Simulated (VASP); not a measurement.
A run of VASP 6.6.1:

Contents of POSCAR:

```
AlN
1.0
    3.1110021516      0.0000000000      0.0000000000
   -1.5555010758      2.6942068945      0.0000000000
    0.0000000000      0.0000000000      4.9780000000
Al N
2 2
Direct
    0.3113785847      0.6505946752     -0.0086985276
    0.6447119180      0.3172613419      0.4913014724
    0.3333333333      0.6666666667      0.3850000000
    0.6666666667      0.3333333333      0.8850000000
```

File INCAR.step1:

```
SYSTEM = AlN
PREC     = Accurate       ! precision mode
ENCUT    = 520            ! plane-wave cutoff, eV
ISMEAR   = 0              ! smearing method
SIGMA    = 0.05           ! smearing width, eV
LREAL    = .False.        ! projectors in reciprocal space
LASPH    = .True.         ! aspherical terms in the spheres
NELM     = 60             ! most SCF steps
NBANDS   = 16             ! bands
GGA      = PE             ! functional
ALGO     = Normal         ! electronic algorithm
EDIFF    = 1E-4           ! SCF threshold, eV
LWAVE    = .True.         ! write WAVECAR
LCHARG   = .False.        ! write CHGCAR
```

Contents of INCAR.step2:

```
SYSTEM = AlN
PREC     = Accurate       ! precision mode
ENCUT    = 520            ! plane-wave cutoff, eV
EDIFF    = 1E-6           ! SCF threshold, eV
ISMEAR   = 0              ! smearing method
SIGMA    = 0.05           ! smearing width, eV
LREAL    = .False.        ! projectors in reciprocal space
LASPH    = .True.         ! aspherical terms in the spheres
NELM     = 60             ! most SCF steps
ALGO     = Normal         ! electronic algorithm
ISIF     = 2              ! what is computed and relaxed
LWAVE    = .False.        ! write WAVECAR
LCHARG   = .False.        ! write CHGCAR
METAGGA  = R2SCAN         ! meta-GGA
LMIXTAU  = .True.       
NBANDS   = 16             ! bands
ISTART   = 1
```

File KPOINTS:

```
Automatic mesh
0
Gamma
  12 12 6
  0 0 0
```

Potentials or basis: VASP PAW PBE potentials, release 64 (Al, N).

Run with:

```console
$ cat potpaw_PBE.64/Al/POTCAR potpaw_PBE.64/N/POTCAR > POTCAR
$ cp INCAR.step1 INCAR
$ mpirun -np 1 vasp_std > vasp.out
$ cp INCAR.step2 INCAR
$ mpirun -np 1 vasp_std > vasp.out
```

Hardware: 1 thread of Oxide Virtual Turin-like Processor, on a shared host.

Question: Estimate the wall time of this run.

Answer: Wall time 19 min on 1 thread of Oxide Virtual Turin-like Processor, with other jobs on the host, peak memory 0.32 GiB. Counts: k points 436.
